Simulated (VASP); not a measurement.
Wanted: the native input for a VASP 6.6.1 run.

```
Task                   : single point
Functional             : PBE
Potentials or basis    : VASP PAW PBE potentials, release 64 (Si, C)
Cutoff                 : 520 eV
k mesh                 : 12 × 12 × 12
Occupations            : gaussian, width 0.05 eV
Spin                   : no spin polarisation
Dipole correction      : no
Further INCAR settings : ALGO = Normal; EDIFF = 1e-06; NBANDS = 11
```

The structure of SiC lies in POSCAR:

```
SiC
1.0
    0.0000000000      2.1438158531      2.1438158531
    2.1438158531      0.0000000000      2.1438158531
    2.0550618768      2.0550618768      0.0887539763
Si C
1 1
Direct
    0.0000000000      0.0000000000      0.0000000000
    0.7500000000      0.7500000000      0.7500000000
```

These files were run (other wordings do the same):

INCAR

```
PREC = Accurate
ENCUT = 520
EDIFF = 1E-6
ISMEAR = 0
SIGMA = 0.05
LREAL = False
LASPH = True
NELM = 80
ALGO = Normal
ISIF = 2
LWAVE = False
LCHARG = True
GGA = PE
LELF = True
LVHAR = True
NBANDS = 11
```

KPOINTS

```
Automatic mesh
0
Gamma
  12 12 12
```

Potentials or basis: VASP PAW PBE potentials, release 64 (Si, C).

Run with:

```sh
$ cat potpaw_PBE.64/Si/POTCAR potpaw_PBE.64/C/POTCAR > POTCAR
$ mpirun -np 1 vasp_std > vasp.out
```

It gave:

| Quantity | Value |
| --- | --- |
| Pressure | 36.3 GPa |
| Largest force | 1.392 eV/Å |
| Band gap on the k mesh | 0.91 eV, indirect (least direct gap 4.15 eV) |

Caveat: forces of over 1 eV/Å act on the atoms, so gaps and moduli don't describe the material at rest.

Wall time 34 s on 1 thread of AMD EPYC 7R43 64-Core Processor (Zen 3), with other jobs on the host, peak memory 0.12 GiB.
